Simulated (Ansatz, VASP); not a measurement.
**One calculation of Ge, two programs**

```
Ge
1.0
     3.99809    0.00000    0.00000
    -1.99904    3.46244    0.00000
     0.00000    0.00000    6.58980
Ge
4
Direct
  0.33333 0.66667 0.06278
  0.66667 0.33333 0.56278
  0.66667 0.33333 0.93722
  0.33333 0.66667 0.43722
```

Alike in both runs: functional PBEsol; k mesh 10 × 10 × 6; occupations gaussian, width 0.01 eV; no spin polarisation.

Ansatz relaxed the structure, and its values are those at the end. VASP's run is a single point on that final structure, the one shown.

|  | VASP | Ansatz |
| --- | --- | --- |
| version | VASP 6.6.1 | Ansatz 0.2.0 |
| potentials or method | VASP PAW PBE potentials, release 64 (Ge_d) | scalar-relativistic, plane waves, PAW |
| plane-wave cutoff (eV) | 520 | 420 |
| valence electrons in the cell | 56 | 56 |

VASP gave:

- pressure (GPa): -0.1

**Question.** What did Ansatz give for the same quantities?

**Answer.** Pressure (GPa): 0.0.

VASP's potentials were made for PBE, not for PBEsol. With one functional, cell and mesh, what is left measures potentials, basis and numerics.
